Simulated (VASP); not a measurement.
# Si (Fd-3m) in VASP: further runs

Runs on Si. Level: PBE. Tasks: single point.

All numbers are computed with VASP 6.6.1; they aren't measurements. Logs are shortened: lines on timing, memory, paths and dates and some standing lists are left out, and cuts for length are marked.

## Step 1: The cell of the first run

Symmetry: Fd-3m, No. 227, cubic system. The conventional cell has a = 5.470 Å, b = 5.470 Å, c = 5.470 Å, α = 90.00°, β = 90.00°, γ = 90.00°. Within 3.1 Å of Si (site symmetry -43m) lie 4 Si at 2.37 Å.

## Step 2: Single point, PBE

The input, INCAR:

```
SYSTEM = Si
PREC = Accurate ; ENCUT = 520
EDIFF = 1E-6 ; ISMEAR = 0
SIGMA = 0.1 ; LREAL = .False.
LASPH = .True. ; NELM = 60
ALGO = Normal ; ISIF = 2
LWAVE = .False. ; LCHARG = .False.
GGA = PE ; NBANDS = 11
```

The input, KPOINTS:

```
regular mesh
0
Gamma
  6 6 6
  0 0 0
```

The input, POSCAR:

```
Si
1.0
    0.0000000000      2.7348876228      2.7348876228
    2.7348876228      0.0000000000      2.7348876228
    2.7348876228      2.7348876228      0.0000000000
Si
2
Direct
    0.2500000000      0.2500000000      0.2500000000
    0.0000000000      0.0000000000      0.0000000000
```

Potentials or basis: VASP PAW PBE potentials, release 64 (Si).

The run is started by

```bash
> cat potpaw_PBE.64/Si/POTCAR > POTCAR
> mpirun -np 1 vasp_std > vasp.out
```

OUTCAR:

```text
SYSTEM = Si
   PREC = Accurate
   ENCUT = 520
   EDIFF = 1E-6
   ISMEAR = 0
   LREAL = .False.
   LASPH = .True.
   NELM = 60
   ISIF = 2
   GGA = PE

 ion  position               nearest neighbor table
   1  0.250  0.250  0.250-   2 2.37   2 2.37   2 2.37   2 2.37
   2  0.000  0.000  0.000-   1 2.37   1 2.37   1 2.37   1 2.37

  LATTYP: Found a face centered cubic cell.
 ALAT       =     5.4697752456

  Lattice vectors:

 A1 = (   0.0000000000,   2.7348876228,   2.7348876228)
 A2 = (   2.7348876228,   0.0000000000,   2.7348876228)
 A3 = (   2.7348876228,   2.7348876228,   0.0000000000)

Analysis of symmetry for initial positions (statically):
[... 6 lines left out ...]

 Subroutine GETGRP returns: Found 48 space group operations
 (whereof 24 operations were pure point group operations)
 out of a pool of 48 trial point group operations.

The static configuration has the point symmetry T_d .
 The point group associated with its full space group is O_h .

Analysis of symmetry for dynamics (positions and initial velocities):
[... 6 lines left out ...]

 Subroutine GETGRP returns: Found 48 space group operations
 (whereof 24 operations were pure point group operations)
 out of a pool of 48 trial point group operations.

The dynamic configuration has the point symmetry T_d .
 The point group associated with its full space group is O_h .

 Subroutine INISYM returns: Found 48 space group operations
 (whereof 24 operations are pure point group operations),
 and found     1 'primitive' translations

----------------------------------------------------------------------------------------

                                     Primitive cell

  volume of cell :      40.9118

  direct lattice vectors                    reciprocal lattice vectors
     0.000000000  2.734887623  2.734887623    -0.182822868  0.182822868  0.182822868
     2.734887623  0.000000000  2.734887623     0.182822868 -0.182822868  0.182822868
     2.734887623  2.734887623  0.000000000     0.182822868  0.182822868 -0.182822868

  length of vectors
     3.867715168  3.867715168  3.867715168     0.316658497  0.316658497  0.316658497

  position of ions in fractional coordinates (direct lattice)
     0.250000000  0.250000000  0.250000000
     0.000000000  0.000000000  0.000000000

  ion indices of the primitive-cell ions
   primitive index   ion index
                 1           1
                 2           2

----------------------------------------------------------------------------------------

 KPOINTS: regular mesh

Automatic generation of k-mesh.
 Grid dimensions read from file:
 generate k-points for:    6    6    6

 Generating k-lattice:

  Cartesian coordinates                     Fractional coordinates (reciprocal lattice)
    -0.030470478  0.030470478  0.030470478     0.166666667  0.000000000  0.000000000
     0.030470478 -0.030470478  0.030470478     0.000000000  0.166666667  0.000000000
     0.030470478  0.030470478 -0.030470478     0.000000000  0.000000000  0.166666667

  Length of vectors
     0.052776416  0.052776416  0.052776416

  Shift w.r.t. Gamma in fractional coordinates (k-lattice)
     0.000000000  0.000000000  0.000000000

 Subroutine IBZKPT returns following result:
 ===========================================

 Found     16 irreducible k-points:

 Following reciprocal coordinates:
            Coordinates               Weight
  0.000000  0.000000  0.000000      1.000000
  0.166667  0.000000  0.000000      8.000000
  0.333333  0.000000  0.000000      8.000000
  0.500000  0.000000  0.000000      4.000000
  0.166667  0.166667  0.000000      6.000000
  0.333333  0.166667  0.000000     24.000000
[... 8 lines left out ...]
 -0.333333  0.333333  0.166667     24.000000
 -0.333333  0.500000  0.166667     12.000000
   k-points           NKPTS =     16   k-points in BZ     NKDIM =     16   number of bands    NBANDS=     11
   number of dos      NEDOS =    301   number of ions     NIONS =      2
   total plane-waves  NPLWV =  27000
   dimension x,y,z NGX =    30 NGY =   30 NGZ =   30
   dimension x,y,z NGXF=    60 NGYF=   60 NGZF=   60
   ions per type =               2
   NGX,Y,Z   is equivalent  to a cutoff of  12.89, 12.89, 12.89 a.u.
   NGXF,Y,Z  is equivalent  to a cutoff of  25.79, 25.79, 25.79 a.u.
 SYSTEM =  Si
   PREC   = accura    normal or accurate (medium, high low for compatibility)
   ISTART =      0    job   : 0-new  1-cont  2-samecut
   ICHARG =      2    charge: 1-file 2-atom 10-const
   ISPIN  =      1    spin polarized calculation?
   LNONCOLLINEAR =      F non collinear calculations
   LSORBIT =      F    spin-orbit coupling
   LASPH  =      T    aspherical Exc in radial PAW
   ENCUT  =  520.0 eV  38.22 Ry    6.18 a.u.   7.19  7.19  7.19*2*pi/ulx,y,z
   NELM   =     60;   NELMIN=  2; NELMDL= -5     # of ELM steps
   EDIFF  = 0.1E-05   stopping-criterion for ELM
   LREAL  =      F    real-space projection
   EDIFFG = 0.1E-04   stopping-criterion for IOM
   NSW    =      0    number of steps for IOM
   IBRION =     -1    ionic relax: 0-MD 1-quasi-New 2-CG
   NFREE  =      0    steps in history (QN), initial steepest desc. (CG)
   ISIF   =      2    stress and relaxation
   ISYM   =      2    0-nonsym 1-usesym 2-fastsym
   POTIM  = 0.5000    time-step for ionic-motion
   TEBEG  =    0.0;   TEEND  =   0.0 temperature during run
   PSTRESS=    0.0 pullay stress
   NELECT =       8.0000    total number of electrons
   NUPDOWN=      -1.0000    fix difference up-down
   EMIN   =  10.00;   EMAX   =-10.00  energy-range for DOS
   EFERMI =   0.00;   METHOD = LEGACY
   ISMEAR =     0;   SIGMA  =   0.10  broadening in eV -4-tet -1-fermi 0-gaus
   EFERMI_NEDOS =   21; number of points for ismear=-14 and -15
   IALGO  =     38    algorithm
   IMIX   =      4    mixing-type and parameters
     AMIX     =   0.40;   BMIX     =  1.00
     AMIX_MAG =   1.60;   BMIX_MAG =  1.00
  volume/ion in A,a.u.               =      20.46       138.04
  Fermi-wavevector in a.u.,A,eV,Ry     =   0.950215  1.795647 12.284824  0.902909
  Thomas-Fermi vector in A             =   2.078571
   LORBIT       =      0    0 simple, 1 ext, 2 COOP (PROOUT), +10 PAW based schemes
   GGA     = PE    functional components
   LHFCALC =     F    Hartree Fock is set to
   AEXX    =    0.0000 exact exchange contribution
   IVDW    =     0    specifies the selected vdW correction
   LEPSILON=     F    determine dielectric tensor
   LRPA    =     F    only Hartree local field effects (RPA)
 non-spin polarized calculation
 Gauss-broadening in eV      SIGMA  =   0.10
  energy-cutoff  :      520.00
  volume of cell :       40.91
 maximum number of plane-waves:      1113
 NGX is ok and might be reduce to    30
   NGX = 15   NGY = 15   NGZ = 15

 number of electron       8.0000001 magnetization

 Free energy of the ion-electron system (eV)
  ---------------------------------------------------
  ext. energy  EPLUGINS =         0.00000000
  ---------------------------------------------------
  free energy    TOTEN  =       -10.82635005 eV

  energy without entropy =      -10.82635005  energy(sigma->0) =      -10.82635005

 E-fermi :   5.9852     XC(G=0):  -9.3205

 val. band max:        5.6181459423   @ k =   0.0000   0.0000   0.0000
 cond. band min:       6.3676794349   @ k =   0.5000   0.5000   0.0000
 fundamental gap:      0.7495334926
 Fermi energy:         5.9852431693

 k-point     1 :       0.0000    0.0000    0.0000
  band No.  band energies     occupation
      1      -6.1941      2.00000
      2       5.6181      2.00000
      3       5.6181      2.00000
      4       5.6181      2.00000
      5       8.1717      0.00000
      6       8.1717      0.00000
      7       8.1717      0.00000
      8       8.7460      0.00000
      9      13.3231      0.00000
     10      13.3231      0.00000
     11      13.4926      0.00000

 k-point     2 :       0.1667    0.0000    0.0000
  band No.  band energies     occupation
      1      -5.8396      2.00000
      2       3.2546      2.00000
      3       5.1772      2.00000
      4       5.1772      2.00000
      5       7.9003      0.00000
      6       8.8071      0.00000
      7       8.8071      0.00000
      8      10.8919      0.00000
      9      12.6992      0.00000
     10      12.6992      0.00000
     11      14.6152      0.00000

 k-point     3 :       0.3333    0.0000    0.0000
  band No.  band energies     occupation
      1      -4.8446      2.00000
      2       0.3490      2.00000
      3       4.6355      2.00000
      4       4.6355      2.00000
      5       7.3074      0.00000
      6       9.1182      0.00000
      7       9.1182      0.00000
      8      13.3977      0.00000
      9      13.5687      0.00000
     10      13.5687      0.00000
     11      14.5946      0.00000

 k-point     4 :       0.5000    0.0000    0.0000
  band No.  band energies     occupation
      1      -3.9163      2.00000
      2      -1.2496      2.00000
      3       4.4395      2.00000
      4       4.4395      2.00000
      5       7.0815      0.00000
      6       8.9643      0.00000
      7       8.9643      0.00000
      8      13.3168      0.00000
      9      16.1092      0.00000
     10      16.1092      0.00000
     11      16.7990      0.00000

 k-point     5 :       0.1667    0.1667    0.0000
  band No.  band energies     occupation
      1      -5.7188      2.00000
      2       3.5635      2.00000
      3       4.4531      2.00000
      4       4.4531      2.00000
      5       7.3299      0.00000
      6       9.8250      0.00000
      7       9.9165      0.00000
      8       9.9165      0.00000
      9      12.1234      0.00000
     10      13.8530      0.00000
     11      15.2657      0.00000
[... 99 lines left out ...]
 k-point    13 :       0.5000    0.5000    0.0000
  band No.  band energies     occupation
      1      -2.1271      2.00000
      2      -2.1271      2.00000
      3       2.8239      2.00000
      4       2.8239      2.00000
      5       6.3677      0.00000
      6       6.3677      0.00000
      7      15.5485      0.00000
      8      15.5485      0.00000
      9      16.5224      0.00000
     10      16.5224      0.00000
     11      18.0554      0.00000

 k-point    14 :       0.5000    0.3333    0.1667
  band No.  band energies     occupation
      1      -3.9492      2.00000
      2       0.0107      2.00000
      3       2.1281      2.00000
      4       3.3747      2.00000
      5       8.4607      0.00000
      6       9.3352      0.00000
      7       9.7922      0.00000
      8      12.5978      0.00000
      9      14.5184      0.00000
     10      15.4093      0.00000
     11      18.4455      0.00000

 k-point    15 :      -0.3333    0.3333    0.1667
  band No.  band energies     occupation
      1      -2.9894      2.00000
      2      -1.1608      2.00000
      3       1.6938      2.00000
      4       2.9211      2.00000
      5       8.9810      0.00000
      6       9.1329      0.00000
      7      11.6721      0.00000
      8      12.0531      0.00000
      9      13.0825      0.00000
     10      16.6019      0.00000
     11      17.4218      0.00000

 k-point    16 :      -0.3333    0.5000    0.1667
  band No.  band energies     occupation
      1      -2.0139      2.00000
      2      -2.0139      2.00000
      3       2.0583      2.00000
      4       2.0583      2.00000
      5       8.3673      0.00000
      6       8.3673      0.00000
      7      12.3020      0.00000
      8      12.3020      0.00000
      9      16.0627      0.00000
     10      16.0627      0.00000
     11      18.4050      0.00000

------------------------ aborting loop because EDIFF is reached ----------------------------------------

  FORCE on cell =-STRESS in cart. coord.  units (eV):
  Direction    XX          YY          ZZ          XY          YZ          ZX
  --------------------------------------------------------------------------------------
  -------------------------------------------------------------------------------------
  Total        0.0020343      0.0020343      0.0020343      0.0000000      0.0000000     -0.0000000
  in kB        0.0796652      0.0796652      0.0796652      0.0000000      0.0000000     -0.0000000
  external PRESSURE =       0.0796652 kB  Pullay stress =       0.0000000 kB

 VOLUME and BASIS-vectors are now :
 -----------------------------------------------------------------------------
  energy-cutoff  :      520.00
  volume of cell :       40.91
      direct lattice vectors                 reciprocal lattice vectors
     0.000000000  2.734887623  2.734887623    -0.182822868  0.182822868  0.182822868
     2.734887623  0.000000000  2.734887623     0.182822868 -0.182822868  0.182822868
     2.734887623  2.734887623  0.000000000     0.182822868  0.182822868 -0.182822868

 POSITION                                       TOTAL-FORCE (eV/Angst)
 -----------------------------------------------------------------------------------
      1.36744      1.36744      1.36744         0.000000      0.000000      0.000000
      0.00000      0.00000      0.00000        -0.000000     -0.000000     -0.000000
 -----------------------------------------------------------------------------------
    total drift:                               -0.000000     -0.000000     -0.000000

  FREE ENERGIE OF THE ION-ELECTRON SYSTEM (eV)
  ---------------------------------------------------
  free  energy   TOTEN  =       -10.8263500539 eV

  energy  without entropy=      -10.8263500517  energy(sigma->0) =      -10.82635005
```

Run time: 4 s. Hardware: 1 thread of Intel Xeon 6975P-C (Granite Rapids), shared host; peak memory 0.15 GiB.

What came out:

* Free energy: -10.8264 eV
* Pressure: 0.0 GPa
* Band gap on the k mesh: 0.75 eV, indirect (least direct gap 2.55 eV)

A k mesh can miss the band edges. As with any semilocal functional, this PBE gap is likely too small.

## Step 3: Single point, PBE

The input, INCAR:

```
ALGO     = Normal         # electronic algorithm
EDIFF    = 1E-6           # SCF threshold, eV
ENCUT    = 520            # plane-wave cutoff, eV
GGA      = PE             # functional
ISIF     = 2              # what is computed and relaxed
ISMEAR   = 0              # smearing method
LASPH    = True           # aspherical terms in the spheres
LCHARG   = False          # write CHGCAR
LREAL    = False          # projectors in reciprocal space
LWAVE    = False          # write WAVECAR
NBANDS   = 11             # bands
NELM     = 100            # most SCF steps
PREC     = Accurate       # precision mode
SIGMA    = 0.02           # smearing width, eV
```

The input, KPOINTS:

```
k-points
0
Gamma
  8 8 8
```

The input, POSCAR:

```
Si
1.0
    0.0000000000      2.7348876228      2.7348876228
    2.7348876228      0.0000000000      2.7348876228
    2.7348876228      2.7348876228      0.0000000000
Si
2
Direct
    0.7500000000      0.7500000000      0.7500000000
    0.5000000000      0.5000000000      0.5000000000
```

Potentials or basis: VASP PAW PBE potentials, release 64 (Si).

The run is started by

```bash
> cat potpaw_PBE.64/Si/POTCAR > POTCAR
> mpirun -np 1 vasp_std > vasp.out
```

Wall time 6 s (1 thread of Intel Xeon 6975P-C (Granite Rapids), shared host); peak memory 0.15 GiB.

It converged, with:

```
Free energy            : -10.8461 eV
Pressure               : 0.0 GPa
Band gap on the k mesh : 0.65 eV, indirect (least direct gap 2.56 eV)
```

Levels at points of the mesh, in eV from the valence-band top:
| k point | band 1 | band 2 | band 3 | band 4 | band 5 | band 6 | band 7 | band 8 |
| --- | --- | --- | --- | --- | --- | --- | --- | --- |
| (0.00, 0.00, 0.00) | -11.81 | 0.00 | 0.00 | 0.00 | 2.56 | 2.56 | 2.56 | 3.13 |
| (0.50, 0.00, 0.00) | -9.53 | -6.87 | -1.18 | -1.18 | 1.46 | 3.35 | 3.35 | 7.70 |
| (0.50, 0.50, 0.00) | -7.74 | -7.74 | -2.79 | -2.79 | 0.75 | 0.75 | 9.93 | 9.93 |

A k mesh can miss the band edges. A hybrid or GW would open this gap; PBE tends to underestimate it.
